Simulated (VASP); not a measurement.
# Fe (Fm-3m) in VASP: notebook

Fe is run at these levels: PBE; tasks: single point.

All numbers are computed with VASP 6.6.1; they aren't measurements. Logs are shortened: lines on timing, memory, paths and dates and some standing lists are left out, and cuts for length are marked.

## (1) The cell of the first run

Symmetry: Fm-3m, No. 225, cubic system. The conventional cell has a = 3.639 Å, b = 3.639 Å, c = 3.639 Å, α = 90.00°, β = 90.00°, γ = 90.00°. Within 3.4 Å of Fe (site symmetry m-3m) lie 12 Fe at 2.57 Å.

This isn't the form of Fe at room conditions, which is bcc.

## (2) Single point, PBE, collinear spin, ferromagnetic start

Contents of INCAR:

```
  ALGO = Normal
  EDIFF = 1E-7
  ENCUT = 520
  GGA = PE
  ISIF = 2
  ISMEAR = -1
  ISPIN = 2
  ISYM = 0
  LASPH = T
  LCHARG = F
  LMAXMIX = 4
  LORBIT = 11
  LREAL = F
  LWAVE = F
  MAGMOM = 4 4
  NBANDS = 19
  NELM = 150
  PREC = Accurate
  SIGMA = 0.05
```

Contents of KPOINTS:

```
k-points
0
Gamma
  12 12 6
```

Contents of POSCAR:

```
Fe
1.0
    0.0000000000      1.8195000000      1.8195000000
    1.8195000000      0.0000000000      1.8195000000
    3.6390000000      3.6390000000      0.0000000000
Fe
2
Direct
    0.0000000000      0.0000000000      0.0000000000
    0.0000000000      0.0000000000      0.5000000000
```

Potentials or basis: VASP PAW PBE potentials, release 64 (Fe).

Command:

```bash
> cat potpaw_PBE.64/Fe/POTCAR > POTCAR
> mpirun -np 1 vasp_std > vasp.out
```

OUTCAR:

```text
EDIFF = 1E-7
   ENCUT = 520
   GGA = PE
   ISIF = 2
   ISMEAR = -1
   ISPIN = 2
   ISYM = 0
   LASPH = T
   LORBIT = 11
   LREAL = F
   NELM = 150
   PREC = Accurate

 ion  position               nearest neighbor table
   1  0.000  0.000  0.000-   2 2.57   2 2.57   2 2.57   2 2.57   2 2.57   2 2.57
   2  0.000  0.000  0.500-   1 2.57   1 2.57   1 2.57   1 2.57   1 2.57   1 2.57

IMPORTANT INFORMATION: All symmetrisations will be switched off!
NOSYMM: (Re-)initialisation of all symmetry stuff for point group C_1.

----------------------------------------------------------------------------------------

                                     Primitive cell

  volume of cell :      24.0944

  direct lattice vectors                    reciprocal lattice vectors
     0.000000000  1.819500000  1.819500000    -0.274800769  0.274800769  0.274800769
     1.819500000  0.000000000  1.819500000     0.274800769 -0.274800769  0.274800769
     3.639000000  3.639000000  0.000000000     0.137400385  0.137400385 -0.137400385

  length of vectors
     2.573161577  2.573161577  5.146323153     0.475968895  0.475968895  0.237984447

  position of ions in fractional coordinates (direct lattice)
     0.000000000  0.000000000  0.000000000
     0.000000000  0.000000000  0.500000000

  ion indices of the primitive-cell ions
   primitive index   ion index
                 1           1
                 2           2

----------------------------------------------------------------------------------------

 KPOINTS: k-points

Automatic generation of k-mesh.
 Grid dimensions read from file:
 generate k-points for:   12   12    6

 Generating k-lattice:

  Cartesian coordinates                     Fractional coordinates (reciprocal lattice)
    -0.022900064  0.022900064  0.022900064     0.083333333  0.000000000  0.000000000
     0.022900064 -0.022900064  0.022900064     0.000000000  0.083333333  0.000000000
     0.022900064  0.022900064 -0.022900064     0.000000000  0.000000000  0.166666667

  Length of vectors
     0.039664075  0.039664075  0.039664075

  Shift w.r.t. Gamma in fractional coordinates (k-lattice)
     0.000000000  0.000000000  0.000000000

 -----------------------------------------------------------------------------
|                                                                             |
|           W    W    AA    RRRRR   N    N  II  N    N   GGGG   !!!           |
|           W    W   A  A   R    R  NN   N  II  NN   N  G    G  !!!           |
[... 86 lines left out ...]
  volume/ion in A,a.u.               =      12.05        81.30
  Fermi-wavevector in a.u.,A,eV,Ry     =   1.428267  2.699033 27.755163  2.039947
  Thomas-Fermi vector in A             =   2.548347
   LORBIT       =     11    0 simple, 1 ext, 2 COOP (PROOUT), +10 PAW based schemes
   GGA     = PE    functional components
   LHFCALC =     F    Hartree Fock is set to
   AEXX    =    0.0000 exact exchange contribution
   IVDW    =     0    specifies the selected vdW correction
   LEPSILON=     F    determine dielectric tensor
   LRPA    =     F    only Hartree local field effects (RPA)
 spin polarized calculation
  energy-cutoff  :      520.00
  volume of cell :       24.09
 maximum number of plane-waves:       663
   NGX =  9   NGY =  9   NGZ = 19

 number of electron      16.0000014 magnetization       5.1336092

 Free energy of the ion-electron system (eV)
  ---------------------------------------------------
  ext. energy  EPLUGINS =         0.00000000
  ---------------------------------------------------
  free energy    TOTEN  =       -16.17413953 eV

  energy without entropy =      -16.15288381  energy(sigma->0) =      -16.16351167

 E-fermi :   5.4800     XC(G=0): -12.7739

 val. band max:        5.4734134231   @ k =  -0.0833  -0.4167   0.3333
 cond. band min:       5.4925863663   @ k =   0.4167   0.1667   0.3333
 fundamental gap:      0.0191729432
 Fermi energy:         5.4800347953

 spin component 1

 k-point     1 :       0.0000    0.0000    0.0000
  band No.  band energies     occupation
      1      -2.8884      1.00000
      2       0.6204      1.00000
      3       2.8761      1.00000
      4       2.8762      1.00000
      5       3.0393      1.00000
      6       3.0393      1.00000
[... 517 lines left out ...]
     18      28.0724      0.00000
     19      28.8339      0.00000

 [... further k-points ...]

 spin component 2

 k-point     1 :       0.0000    0.0000    0.0000
  band No.  band energies     occupation
      1      -2.6526      1.00000
      2       2.0202      1.00000
      3       5.3809      0.87891
      4       5.3810      0.87871
      5       5.3810      0.87870
      6       5.4078      0.80918
[... 517 lines left out ...]
     18      28.7595      0.00000
     19      29.2331      0.00000

 [... further k-points ...]

------------------------ aborting loop because EDIFF is reached ----------------------------------------

  FORCE on cell =-STRESS in cart. coord.  units (eV):
  Direction    XX          YY          ZZ          XY          YZ          ZX
  --------------------------------------------------------------------------------------
  -------------------------------------------------------------------------------------
  Total       -0.1316684     -0.1316517     -0.1311642      0.0000073     -0.0000055     -0.0000052
  in kB       -8.7554017     -8.7542903     -8.7218710      0.0004887     -0.0003655     -0.0003434
  external PRESSURE =      -8.7438544 kB  Pullay stress =       0.0000000 kB

 VOLUME and BASIS-vectors are now :
 -----------------------------------------------------------------------------
  energy-cutoff  :      520.00
  volume of cell :       24.09
      direct lattice vectors                 reciprocal lattice vectors
     0.000000000  1.819500000  1.819500000    -0.274800769  0.274800769  0.274800769
     1.819500000  0.000000000  1.819500000     0.274800769 -0.274800769  0.274800769
     3.639000000  3.639000000  0.000000000     0.137400385  0.137400385 -0.137400385

 POSITION                                       TOTAL-FORCE (eV/Angst)
 -----------------------------------------------------------------------------------
      0.00000      0.00000      0.00000         0.000000     -0.000000      0.000000
      1.81950      1.81950      0.00000        -0.000000      0.000000     -0.000000
 -----------------------------------------------------------------------------------
    total drift:                               -0.000000      0.000000     -0.000000

  FREE ENERGIE OF THE ION-ELECTRON SYSTEM (eV)
  ---------------------------------------------------
  free  energy   TOTEN  =       -16.1741395313 eV

  energy  without entropy=      -16.1528838126  energy(sigma->0) =      -16.16351167

 total charge

# of ion       s       p       d       tot
------------------------------------------
    1        0.471   0.497   6.184   7.153
    2        0.471   0.497   6.185   7.153
--------------------------------------------------
tot          0.943   0.995  12.369  14.306

 magnetization (x)

# of ion       s       p       d       tot
------------------------------------------
    1       -0.017  -0.050   2.633   2.566
    2       -0.017  -0.050   2.633   2.566
--------------------------------------------------
tot         -0.035  -0.100   5.266   5.131
```

OSZICAR:

```text
N       E                     dE             d eps       ncg     rms          rms(c)
DAV:   1     0.787651957636E+02    0.78765E+02   -0.77530E+03 35531   0.112E+03
DAV:   2    -0.137918118607E+02   -0.92557E+02   -0.82432E+02 33313   0.200E+02
DAV:   3    -0.172350377470E+02   -0.34432E+01   -0.33439E+01 36458   0.503E+01
DAV:   4    -0.172628585519E+02   -0.27821E-01   -0.27810E-01 37174   0.423E+00
DAV:   5    -0.172631753673E+02   -0.31682E-03   -0.31681E-03 36911   0.414E-01    0.160E+01
DAV:   6    -0.162776262244E+02    0.98555E+00   -0.62747E+00 35896   0.502E+01    0.778E+00
DAV:   7    -0.161983279445E+02    0.79298E-01   -0.63746E-01 38524   0.133E+01    0.500E+00
DAV:   8    -0.161880633069E+02    0.10265E-01   -0.18941E-02 42695   0.104E+00    0.208E+00
DAV:   9    -0.161731876915E+02    0.14876E-01   -0.55591E-03 46687   0.110E+00    0.489E-01
DAV:  10    -0.161741585423E+02   -0.97085E-03   -0.24995E-03 44809   0.627E-01    0.125E-01
DAV:  11    -0.161743343610E+02   -0.17582E-03   -0.26629E-03 44344   0.755E-01    0.212E-01
DAV:  12    -0.161741393817E+02    0.19498E-03   -0.12191E-03 46119   0.509E-01    0.421E-02
DAV:  13    -0.161741387360E+02    0.64568E-06   -0.11544E-05 36157   0.310E-02    0.113E-02
DAV:  14    -0.161741395312E+02   -0.79515E-06   -0.16875E-06 37292   0.143E-02    0.811E-03
DAV:  15    -0.161741395313E+02   -0.11664E-09   -0.62195E-07 34701   0.854E-03
   1 F= -.16174140E+02 E0= -.16163512E+02  d E =-.212557E-01  mag=     5.1342
```

Run time: 2.9 min. Hardware: 1 thread of Intel Xeon 6975P-C (Granite Rapids), shared host; peak memory 0.38 GiB.

Results:

| Property | Result |
| --- | --- |
| Free energy | -16.1741 eV |
| Pressure | -0.9 GPa |
| Net moment | 5.13 μB per cell |
| Site moments | Fe +2.57 μB |
| Valence electrons inside the program's atomic spheres | Fe 7.15 |

Levels at points of the mesh, in eV from the Fermi level:
Spin up:
```tsv
k point	band 7	band 8	band 9	band 10	band 11	band 12	band 13	band 14
(0.00, 0.00, 0.00)	-2.44	-1.47	-1.47	-0.55	-0.55	-0.16	5.96	20.38
(0.50, 0.00, 0.00)	-0.55	-0.55	-0.27	-0.27	-0.16	2.45	5.96	9.18
(0.00, 0.50, 0.00)	-0.55	-0.55	-0.27	-0.27	-0.16	2.45	5.96	9.18
(0.50, 0.50, 0.00)	-0.55	-0.55	-0.27	-0.27	-0.16	2.45	5.96	9.18
(0.00, 0.00, 0.50)	-2.29	-2.29	-1.30	-1.30	-1.30	-1.30	13.91	13.91
(0.50, 0.00, 0.50)	-1.68	-1.68	-0.48	-0.48	2.41	2.41	8.38	8.38
(0.00, 0.50, 0.50)	-1.68	-1.68	-0.48	-0.48	2.41	2.41	8.38	8.38
(0.50, 0.50, 0.50)	-1.68	-1.68	-0.48	-0.48	2.41	2.41	8.38	8.38
```
Spin down:
```csv
k point,band 1,band 2,band 3,band 4,band 5,band 6,band 7,band 8,band 9,band 10
"(0.00, 0.00, 0.00)",-8.13,-3.46,-0.10,-0.10,-0.10,-0.07,-0.07,-0.02,1.50,1.50
"(0.50, 0.00, 0.00)",-3.46,-3.19,-2.45,-0.07,-0.07,-0.02,2.28,2.28,2.40,2.42
"(0.00, 0.50, 0.00)",-3.46,-3.19,-2.45,-0.07,-0.07,-0.02,2.28,2.28,2.40,2.42
"(0.50, 0.50, 0.00)",-3.46,-3.19,-2.45,-0.07,-0.07,-0.02,2.28,2.28,2.40,2.42
"(0.00, 0.00, 0.50)",-5.97,-5.97,-0.76,-0.76,0.19,0.19,0.19,0.19,1.53,1.53
"(0.50, 0.00, 0.50)",-2.66,-2.66,-1.78,-1.78,-0.42,-0.42,1.01,1.01,2.34,2.35
"(0.00, 0.50, 0.50)",-2.66,-2.66,-1.78,-1.78,-0.42,-0.42,1.01,1.01,2.34,2.35
"(0.50, 0.50, 0.50)",-2.66,-2.66,-1.78,-1.78,-0.42,-0.42,1.01,1.01,2.35,2.35
```

## (3) Single point, PBE, collinear spin, ferromagnetic start

Contents of INCAR:

```
SYSTEM = Fe
ALGO = Normal
EDIFF = 1E-6
ENCUT = 520
GGA = PE
ISIF = 2
ISMEAR = -1
ISPIN = 2
ISYM = 0
LASPH = .TRUE.
LCHARG = .TRUE.
LELF = .TRUE.
LMAXMIX = 4
LORBIT = 11
LREAL = .FALSE.
LVHAR = .TRUE.
LWAVE = .FALSE.
MAGMOM = 4 4
NBANDS = 19
NELM = 150
PREC = Accurate
SIGMA = 0.05
```

Contents of KPOINTS:

```
k-points
0
G
  12 12 6
  0 0 0
```

POSCAR is that of step 2.

Potentials or basis: VASP PAW PBE potentials, release 64 (Fe).

Command:

```bash
> cat potpaw_PBE.64/Fe/POTCAR > POTCAR
> mpirun -np 1 vasp_std > vasp.out
```

Wall time 2.8 min (1 thread of Intel Xeon 6975P-C (Granite Rapids), shared host); peak memory 0.37 GiB.

The run converged. Its results:

| Quantity | Value |
| --- | --- |
| Free energy | -16.1741 eV |
| Pressure | -0.9 GPa |
| Net moment | 5.13 μB per cell |
| Site moments | Fe +2.57 μB |
| Valence electrons inside the program's atomic spheres | Fe 7.15 |

Levels at points of the mesh, in eV from the Fermi level:
Spin up:
| k point | band 8 | band 9 | band 10 | band 11 | band 12 | band 13 |
| --- | --- | --- | --- | --- | --- | --- |
| (0.00, 0.00, 0.00) | -1.47 | -1.47 | -0.55 | -0.55 | -0.16 | 5.96 |
| (0.50, 0.00, 0.00) | -0.55 | -0.27 | -0.27 | -0.16 | 2.45 | 5.96 |
| (0.00, 0.50, 0.00) | -0.55 | -0.27 | -0.27 | -0.16 | 2.45 | 5.96 |
| (0.50, 0.50, 0.00) | -0.55 | -0.27 | -0.27 | -0.16 | 2.45 | 5.96 |
| (0.00, 0.00, 0.50) | -2.29 | -1.30 | -1.30 | -1.30 | -1.30 | 13.91 |
| (0.50, 0.00, 0.50) | -1.68 | -0.48 | -0.48 | 2.41 | 2.41 | 8.38 |
| (0.00, 0.50, 0.50) | -1.68 | -0.48 | -0.48 | 2.41 | 2.41 | 8.38 |
| (0.50, 0.50, 0.50) | -1.68 | -0.48 | -0.48 | 2.41 | 2.41 | 8.38 |
Spin down:
| k point | band 1 | band 2 | band 3 | band 4 | band 5 | band 6 | band 7 | band 8 | band 9 | band 10 |
| --- | --- | --- | --- | --- | --- | --- | --- | --- | --- | --- |
| (0.00, 0.00, 0.00) | -8.13 | -3.46 | -0.10 | -0.10 | -0.10 | -0.07 | -0.07 | -0.02 | 1.50 | 1.50 |
| (0.50, 0.00, 0.00) | -3.46 | -3.19 | -2.45 | -0.07 | -0.07 | -0.02 | 2.28 | 2.28 | 2.40 | 2.42 |
| (0.00, 0.50, 0.00) | -3.46 | -3.19 | -2.45 | -0.07 | -0.07 | -0.02 | 2.28 | 2.28 | 2.40 | 2.42 |
| (0.50, 0.50, 0.00) | -3.46 | -3.19 | -2.45 | -0.07 | -0.07 | -0.02 | 2.28 | 2.28 | 2.40 | 2.42 |
| (0.00, 0.00, 0.50) | -5.97 | -5.97 | -0.76 | -0.76 | 0.19 | 0.19 | 0.19 | 0.19 | 1.53 | 1.53 |
| (0.50, 0.00, 0.50) | -2.66 | -2.66 | -1.78 | -1.78 | -0.42 | -0.42 | 1.01 | 1.01 | 2.34 | 2.35 |
| (0.00, 0.50, 0.50) | -2.66 | -2.66 | -1.78 | -1.78 | -0.42 | -0.42 | 1.01 | 1.01 | 2.34 | 2.35 |
| (0.50, 0.50, 0.50) | -2.66 | -2.66 | -1.78 | -1.78 | -0.42 | -0.42 | 1.01 | 1.01 | 2.35 | 2.35 |
